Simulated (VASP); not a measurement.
# PN (I4_122) in VASP: further runs

Runs on PN. Level: PBE. Tasks: relaxation of cell and atoms, single point.

All numbers are computed with VASP 6.6.1; they aren't measurements. Logs are shortened: lines on timing, memory, paths and dates and some standing lists are left out, and cuts for length are marked.

### 1 The cell of the first run

Symmetry: I4_122, No. 98, tetragonal system. Conventional cell: a = 6.340 Å, b = 6.340 Å, c = 3.740 Å, α = 90.00°, β = 90.00°, γ = 90.00°. Within 2.2 Å of P (site symmetry 2) lie 2 N at 1.66 Å and 2 P at 1.66 Å. N (site symmetry 2) has 2 N at 1.61 to 2.13 Å and 2 P at 1.66 Å within 2.2 Å.

The cell was built from a structure type or drawn by symmetry, and may not be a known phase.

### 2 Relaxation of cell and atoms, PBE

Contents of INCAR:

```
  PREC = Accurate
  ENCUT = 600
  EDIFF = 1E-7
  ISMEAR = 0
  SIGMA = 0.1
  LREAL = False
  LASPH = True
  NELM = 100
  ALGO = Normal
  ISIF = 3
  LWAVE = False
  LCHARG = False
  GGA = PE
  IBRION = 2
  NSW = 90
  EDIFFG = -0.04
```

Contents of KPOINTS:

```
regular mesh
0
Gamma
  6 6 6
```

Contents of POSCAR:

```
PN
1.0
   -3.1698524200      3.1698524200      1.8700809400
    3.1698524200     -3.1698524200      1.8700809400
    3.1698524200      3.1698524200     -1.8700809400
P N
4 4
Direct
    0.6415729900      0.6415729900      0.2831459900
    0.3584270100      0.3584270100      0.7168540100
    0.3915729900      0.6084270100      0.5000000000
    0.1084270100      0.8915729900      0.5000000000
    0.7841337900      0.7841337900      0.0000000000
    0.5341337900      0.0341337900      0.5000000000
    0.2158662100      0.2158662100      0.0000000000
    0.9658662100      0.4658662100      0.5000000000
```

Potentials or basis: VASP PAW PBE potentials, release 64 (P, N).

Started as:

```
$ cat potpaw_PBE.64/P/POTCAR potpaw_PBE.64/N/POTCAR > POTCAR
$ mpirun -np 1 vasp_std > vasp.out
```

OUTCAR:

```text
PREC = Accurate
   ENCUT = 600
   EDIFF = 1E-7
   ISMEAR = 0
   LREAL = False
   LASPH = True
   NELM = 100
   ISIF = 3
   GGA = PE
   IBRION = 2
   NSW = 90
   EDIFFG = -0.04

 ion  position               nearest neighbor table
   1  0.642  0.642  0.283-   7 1.66   5 1.66   3 1.66   4 1.66   2 2.54   2 2.70   2 2.70
   2  0.358  0.358  0.717-   5 1.66   7 1.66   3 1.66   4 1.66   1 2.54   1 2.70   1 2.70
   3  0.392  0.608  0.500-   6 1.66   8 1.66   1 1.66   2 1.66   4 2.54   4 2.70   4 2.70
   4  0.108  0.892  0.500-   6 1.66   8 1.66   1 1.66   2 1.66   3 2.54   3 2.70   3 2.70
   5  0.784  0.784  0.000-   7 1.61   2 1.66   1 1.66
   6  0.534  0.034  0.500-   8 1.61   4 1.66   3 1.66
   7  0.216  0.216  0.000-   5 1.61   1 1.66   2 1.66
   8  0.966  0.466  0.500-   6 1.61   4 1.66   3 1.66

  LATTYP: Found a body centered tetragonal cell.
 ALAT       =     6.3397048400
 C/A-ratio  =     0.5899583615

  Lattice vectors:

 A1 = (  -3.1698524200,   3.1698524200,   1.8700809400)
 A2 = (   3.1698524200,  -3.1698524200,   1.8700809400)
 A3 = (   3.1698524200,   3.1698524200,  -1.8700809400)

Analysis of symmetry for initial positions (statically):
=====================================================================
 Subroutine PRICEL returns:
 Original cell was already a primitive cell.

 Routine SETGRP: Setting up the symmetry group for a
 body centered tetragonal supercell.

 Subroutine GETGRP returns: Found  8 space group operations
 (whereof  4 operations were pure point group operations)
 out of a pool of 16 trial point group operations.

The static configuration has the point symmetry D_2 .
 The point group associated with its full space group is D_4 .

Analysis of symmetry for dynamics (positions and initial velocities):
=====================================================================
 Subroutine PRICEL returns:
 Original cell was already a primitive cell.

 Routine SETGRP: Setting up the symmetry group for a
 body centered tetragonal supercell.

 Subroutine GETGRP returns: Found  8 space group operations
 (whereof  4 operations were pure point group operations)
 out of a pool of 16 trial point group operations.

The dynamic configuration has the point symmetry D_2 .
 The point group associated with its full space group is D_4 .

 Subroutine INISYM returns: Found  8 space group operations
 (whereof  4 operations are pure point group operations),
 and found     1 'primitive' translations

----------------------------------------------------------------------------------------

                                     Primitive cell
[... 86 lines left out ...]
   number of dos      NEDOS =    301   number of ions     NIONS =      8
   total plane-waves  NPLWV =  64000
   dimension x,y,z NGX =    40 NGY =   40 NGZ =   40
   dimension x,y,z NGXF=    80 NGYF=   80 NGZF=   80
   ions per type =               4   4
   NGX,Y,Z   is equivalent  to a cutoff of  13.69, 13.69, 13.69 a.u.
   NGXF,Y,Z  is equivalent  to a cutoff of  27.38, 27.38, 27.38 a.u.
 SYSTEM =  unknown system
   PREC   = accura    normal or accurate (medium, high low for compatibility)
   ISTART =      0    job   : 0-new  1-cont  2-samecut
   ICHARG =      2    charge: 1-file 2-atom 10-const
   ISPIN  =      1    spin polarized calculation?
   LNONCOLLINEAR =      F non collinear calculations
   LSORBIT =      F    spin-orbit coupling
   LASPH  =      T    aspherical Exc in radial PAW
   ENCUT  =  600.0 eV  44.10 Ry    6.64 a.u.   9.70  9.70  9.70*2*pi/ulx,y,z
   NELM   =    100;   NELMIN=  2; NELMDL= -5     # of ELM steps
   EDIFF  = 0.1E-06   stopping-criterion for ELM
   LREAL  =      F    real-space projection
   EDIFFG = -.4E-01   stopping-criterion for IOM
   NSW    =     90    number of steps for IOM
   IBRION =      2    ionic relax: 0-MD 1-quasi-New 2-CG
   NFREE  =      1    steps in history (QN), initial steepest desc. (CG)
   ISIF   =      3    stress and relaxation
   ISYM   =      2    0-nonsym 1-usesym 2-fastsym
   POTIM  = 0.5000    time-step for ionic-motion
   TEBEG  =    0.0;   TEEND  =   0.0 temperature during run
   PSTRESS=    0.0 pullay stress
   NELECT =      40.0000    total number of electrons
   NUPDOWN=      -1.0000    fix difference up-down
   EMIN   =  10.00;   EMAX   =-10.00  energy-range for DOS
   EFERMI =   0.00;   METHOD = LEGACY
   ISMEAR =     0;   SIGMA  =   0.10  broadening in eV -4-tet -1-fermi 0-gaus
   EFERMI_NEDOS =   21; number of points for ismear=-14 and -15
   IALGO  =     38    algorithm
   IMIX   =      4    mixing-type and parameters
     AMIX     =   0.40;   BMIX     =  1.00
     AMIX_MAG =   1.60;   BMIX_MAG =  1.00
  volume/ion in A,a.u.               =       9.40        63.40
  Fermi-wavevector in a.u.,A,eV,Ry     =   1.326667  2.507038 23.946879  1.760046
  Thomas-Fermi vector in A             =   2.456037
   LORBIT       =      0    0 simple, 1 ext, 2 COOP (PROOUT), +10 PAW based schemes
   GGA     = PE    functional components
   LHFCALC =     F    Hartree Fock is set to
   AEXX    =    0.0000 exact exchange contribution
   IVDW    =     0    specifies the selected vdW correction
   LEPSILON=     F    determine dielectric tensor
   LRPA    =     F    only Hartree local field effects (RPA)
 conjugate gradient relaxation of ions
 non-spin polarized calculation
 Gauss-broadening in eV      SIGMA  =   0.10
  energy-cutoff  :      600.00
  volume of cell :       75.16
 maximum number of plane-waves:      2535
   NGX = 19   NGY = 19   NGZ = 19

--------------------------------------- Ionic step        1  -------------------------------------------

 number of electron      39.9999995 magnetization

 Free energy of the ion-electron system (eV)
  ---------------------------------------------------
  ext. energy  EPLUGINS =         0.00000000
  ---------------------------------------------------
  free energy    TOTEN  =       -29.28517902 eV

  energy without entropy =      -29.27177401  energy(sigma->0) =      -29.27847652

 E-fermi :  10.2162     XC(G=0): -11.3841

 val. band max:       10.2128286928   @ k =  -0.3333   0.3333   0.0000
 cond. band min:      10.2347998942   @ k =   0.3333   0.3333  -0.0000
 fundamental gap:      0.0219712014
 Fermi energy:        10.2162246296
[... 2154 lines left out ...]
     24      11.9533      0.00000
     25      13.1884      0.00000

 [... further k-points ...]

[... ionic steps 4 to 22 ...]

--------------------------------------- Ionic step       23  -------------------------------------------

 number of electron      39.9999973 magnetization

------------------------ aborting loop because EDIFF is reached ----------------------------------------
[... 79 lines left out ...]
--------------------------------------- Ionic step       25  -------------------------------------------

 number of electron      39.9999971 magnetization

 Free energy of the ion-electron system (eV)
  ---------------------------------------------------
  ext. energy  EPLUGINS =         0.00000000
  ---------------------------------------------------
  free energy    TOTEN  =       -49.27668567 eV

  energy without entropy =      -49.26746088  energy(sigma->0) =      -49.27207328

 E-fermi :   5.5838     XC(G=0):  -9.1665

 val. band max:        5.5783330509   @ k =  -0.1667  -0.3333   0.1667
 cond. band min:       5.6183814963   @ k =   0.3333   0.1667  -0.0000
 fundamental gap:      0.0400484455
 Fermi energy:         5.5838024980
[... 707 lines left out ...]
  FREE ENERGIE OF THE ION-ELECTRON SYSTEM (eV)
  ---------------------------------------------------
  free  energy   TOTEN  =       -49.2766856700 eV

  energy  without entropy=      -49.2674608838  energy(sigma->0) =      -49.27207328

 reached required accuracy - stopping structural energy minimisation
```

OSZICAR:

```text
N       E                     dE             d eps       ncg     rms          rms(c)
DAV:   1     0.256344247801E+03    0.25634E+03   -0.23003E+04  1500   0.170E+03
[... 325 lines left out ...]
DAV:   2    -0.492768072805E+02    0.35894E-03   -0.11880E-03  1817   0.220E-01    0.825E-02
DAV:   3    -0.492766948538E+02    0.11243E-03   -0.16761E-04  1885   0.788E-02    0.307E-02
DAV:   4    -0.492766835308E+02    0.11323E-04   -0.43119E-05  1969   0.332E-02    0.105E-02
DAV:   5    -0.492766843573E+02   -0.82651E-06   -0.22007E-06  1871   0.909E-03    0.631E-03
DAV:   6    -0.492766852919E+02   -0.93458E-06   -0.21378E-07  1559   0.348E-03    0.198E-03
DAV:   7    -0.492766856419E+02   -0.34999E-06   -0.38873E-08  1038   0.137E-03    0.410E-04
DAV:   8    -0.492766856700E+02   -0.28132E-07   -0.84228E-09   937   0.637E-04
  25 F= -.49276686E+02 E0= -.49272073E+02  d E =-.129508E-02
```

Run time: 18 min. Hardware: 1 thread of Intel Xeon 6975P-C (Granite Rapids), shared host; peak memory 0.26 GiB.

What came out:

```
Free energy                           : -49.2767 eV
Relaxed volume                        : 15.00 Å³/atom
Relaxed cell                          : a = 6.068 Å, b = 6.068 Å, c = 6.068 Å, α = 94.96°, β = 94.96°, γ = 145.80°
Space group after relaxing (to 0.1 Å) : I4_122 (No. 98)
Pressure after relaxing               : -0.2 GPa
Largest force after relaxing          : 0.025 eV/Å
Band gap on the k mesh                : zero (bands 20 and 21 overlap by 1.13 eV)
```

Forces on the atoms (eV/Å):
```
P    0.018  0.018  0.000
P   -0.018 -0.018  0.000
P   -0.018  0.018  0.000
P    0.018 -0.018  0.000
N    0.000  0.000 -0.008
N    0.000  0.000 -0.008
N    0.000  0.000  0.008
N    0.000  0.000  0.008
```

Final structure:
```yaml
crystal:
  lattice:
    - [-4.10071, 4.10071, 1.78422]
    - [4.10071, -4.10071, 1.78422]
    - [4.10071, 4.10071, -1.78422]
  atoms:
    - { symbol: P, position: [0.61814, 0.61814, 0.23628] }
    - { symbol: P, position: [0.38186, 0.38186, 0.76372] }
    - { symbol: P, position: [0.36814, 0.63186, 0.50000] }
    - { symbol: P, position: [0.13186, 0.86814, 0.50000] }
    - { symbol: N, position: [0.81063, 0.81063, 0.00000] }
    - { symbol: N, position: [0.56063, 0.06063, 0.50000] }
    - { symbol: N, position: [0.18937, 0.18937, 0.00000] }
    - { symbol: N, position: [0.93937, 0.43937, 0.50000] }
```

Caveat: the volume moved by over 15 % at a fixed basis, so the end points are rough.

### 3 Single point, PBE

This run uses another cell than the first one, of 17.13 Å³/atom.

Contents of INCAR:

```
PREC = Accurate
ENCUT = 520
EDIFF = 1E-7
ISMEAR = 0
SIGMA = 0.1
LREAL = False
LASPH = True
NELM = 80
ALGO = Normal
ISIF = 2
LWAVE = False
LCHARG = False
GGA = PE
NBANDS = 30
```

Contents of KPOINTS:

```
Automatic mesh
0
Gamma
  12 12 12
```

Contents of POSCAR:

```
PN
1.0
   -4.3951030316      4.3951030316      1.7738202993
    4.3951030316     -4.3951030316      1.7738202993
    4.3951030316      4.3951030316     -1.7738202993
P N
4 4
Direct
    0.6113345417      0.6113345417      0.2226690835
    0.3886654583      0.3886654583      0.7773309165
    0.3613345417      0.6386654583      0.5000000000
    0.1386654583      0.8613345417      0.5000000000
    0.8100387797      0.8100387797      0.0000000000
    0.5600387797      0.0600387797      0.5000000000
    0.1899612203      0.1899612203      0.0000000000
    0.9399612203      0.4399612203      0.5000000000
```

Potentials or basis: VASP PAW PBE potentials, release 64 (P, N).

Started as:

```
$ cat potpaw_PBE.64/P/POTCAR potpaw_PBE.64/N/POTCAR > POTCAR
$ mpirun -np 1 vasp_std > vasp.out
```

OUTCAR:

```text
PREC = Accurate
   ENCUT = 520
   EDIFF = 1E-7
   ISMEAR = 0
   LREAL = False
   LASPH = True
   NELM = 80
   ISIF = 2
   GGA = PE

 ion  position               nearest neighbor table
   1  0.611  0.611  0.223-   7 1.77   5 1.77   3 2.59   4 2.59   2 2.77
   2  0.389  0.389  0.777-   5 1.77   7 1.77   3 2.59   4 2.59   1 2.77
   3  0.361  0.639  0.500-   6 1.77   8 1.77   1 2.59   2 2.59   4 2.77
   4  0.139  0.861  0.500-   6 1.77   8 1.77   2 2.59   1 2.59   3 2.77
   5  0.810  0.810  0.000-   7 1.35   2 1.77   1 1.77
   6  0.560  0.060  0.500-   8 1.35   4 1.77   3 1.77
   7  0.190  0.190  0.000-   5 1.35   1 1.77   2 1.77
   8  0.940  0.440  0.500-   6 1.35   4 1.77   3 1.77

  LATTYP: Found a body centered tetragonal cell.
 ALAT       =     8.7902060632
 C/A-ratio  =     0.4035901517

  Lattice vectors:

 A1 = (  -4.3951030316,   4.3951030316,   1.7738202993)
 A2 = (   4.3951030316,  -4.3951030316,   1.7738202993)
 A3 = (   4.3951030316,   4.3951030316,  -1.7738202993)

[... 191 lines left out ...]
 cond. band min:       4.3300209902   @ k =   0.1667   0.1667   0.0833
 fundamental gap:      0.0032925555
 Fermi energy:         4.3294565374

 k-point     1 :       0.0000    0.0000    0.0000
  band No.  band energies     occupation
      1     -18.0019      2.00000
      2     -17.9066      2.00000
      3      -9.7175      2.00000
      4      -9.2963      2.00000
      5      -8.7837      2.00000
      6      -8.7837      2.00000
[... 781 lines left out ...]
     29       9.7590      0.00000
     30      10.6139      0.00000

 [... further k-points ...]

------------------------ aborting loop because EDIFF is reached ----------------------------------------

  FORCE on cell =-STRESS in cart. coord.  units (eV):
  Direction    XX          YY          ZZ          XY          YZ          ZX
  --------------------------------------------------------------------------------------
  -------------------------------------------------------------------------------------
  Total       -0.3674203     -0.3674203     -0.3535896      0.0000000      0.0000000      0.0000000
  in kB       -4.2950284     -4.2950284     -4.1333510      0.0000000      0.0000000      0.0000000
  external PRESSURE =      -4.2411359 kB  Pullay stress =       0.0000000 kB

 VOLUME and BASIS-vectors are now :
 -----------------------------------------------------------------------------
  energy-cutoff  :      520.00
  volume of cell :      137.06
      direct lattice vectors                 reciprocal lattice vectors
    -4.395103032  4.395103032  1.773820299     0.000000000  0.113762976  0.281877482
     4.395103032 -4.395103032  1.773820299     0.113762976  0.000000000  0.281877482
     4.395103032  4.395103032 -1.773820299     0.113762976  0.113762976  0.000000000

 POSITION                                       TOTAL-FORCE (eV/Angst)
 -----------------------------------------------------------------------------------
      0.97865      0.97865      1.77382        -0.123947     -0.123947     -0.000000
      3.41645      3.41645      0.00000         0.123947      0.123947     -0.000000
      3.41645      0.97865      0.88691         0.123947     -0.123947     -0.000000
      5.37376     -0.97865      0.88691        -0.123947      0.123947     -0.000000
      0.00000      0.00000      2.87373         0.000000     -0.000000     -0.118268
      0.00000      4.39510      0.21300         0.000000     -0.000000     -0.118268
      0.00000      0.00000      0.67391         0.000000     -0.000000      0.118268
      0.00000      4.39510      1.56082         0.000000      0.000000      0.118268
 -----------------------------------------------------------------------------------
    total drift:                               -0.000000      0.000000      0.000000

  FREE ENERGIE OF THE ION-ELECTRON SYSTEM (eV)
  ---------------------------------------------------
  free  energy   TOTEN  =       -49.8541614483 eV

  energy  without entropy=      -49.8438471499  energy(sigma->0) =      -49.84900430
```

OSZICAR:

```text
N       E                     dE             d eps       ncg     rms          rms(c)
DAV:   1     0.202326500022E+03    0.20233E+03   -0.18112E+04  9780   0.116E+03
DAV:   2    -0.335837359845E+02   -0.23591E+03   -0.22729E+03 12610   0.241E+02
DAV:   3    -0.528082163017E+02   -0.19224E+02   -0.18910E+02 12306   0.700E+01
DAV:   4    -0.532644841980E+02   -0.45627E+00   -0.45387E+00 12986   0.116E+01
DAV:   5    -0.532742476790E+02   -0.97635E-02   -0.97593E-02 12790   0.162E+00    0.205E+01
DAV:   6    -0.499520101207E+02    0.33222E+01   -0.14002E+01 12058   0.206E+01    0.118E+01
DAV:   7    -0.498882428762E+02    0.63767E-01   -0.23727E+00 11320   0.842E+00    0.585E+00
DAV:   8    -0.498536652618E+02    0.34578E-01   -0.24951E-01 12818   0.262E+00    0.106E+00
DAV:   9    -0.498538041853E+02   -0.13892E-03   -0.31776E-02 12486   0.973E-01    0.459E-01
DAV:  10    -0.498542358555E+02   -0.43167E-03   -0.32122E-03 11162   0.357E-01    0.146E-01
DAV:  11    -0.498543780642E+02   -0.14221E-03   -0.51819E-04 11224   0.123E-01    0.493E-02
DAV:  12    -0.498541896417E+02    0.18842E-03   -0.31403E-04 11014   0.899E-02    0.282E-02
DAV:  13    -0.498541743730E+02    0.15269E-04   -0.19731E-05 12682   0.256E-02    0.142E-02
DAV:  14    -0.498541619534E+02    0.12420E-04   -0.10920E-05 11172   0.171E-02    0.318E-03
DAV:  15    -0.498541614609E+02    0.49249E-06   -0.77305E-07 12796   0.506E-03    0.180E-03
DAV:  16    -0.498541614483E+02    0.12576E-07   -0.16225E-07  8838   0.212E-03
   1 F= -.49854161E+02 E0= -.49849004E+02  d E =-.103143E-01
```

Wall time 9.8 min (1 thread of Intel Xeon 6975P-C (Granite Rapids), shared host); peak memory 0.65 GiB.

Results:

```
Free energy            : -49.8542 eV
Pressure               : -0.4 GPa
Largest force          : 0.175 eV/Å
Band gap on the k mesh : zero (bands 20 and 21 overlap by 1.40 eV)
```

Forces on the atoms (eV/Å):
```
P   -0.124 -0.124  0.000
P    0.124  0.124  0.000
P    0.124 -0.124  0.000
P   -0.124  0.124  0.000
N    0.000  0.000 -0.118
N    0.000  0.000 -0.118
N    0.000  0.000  0.118
N    0.000  0.000  0.118
```
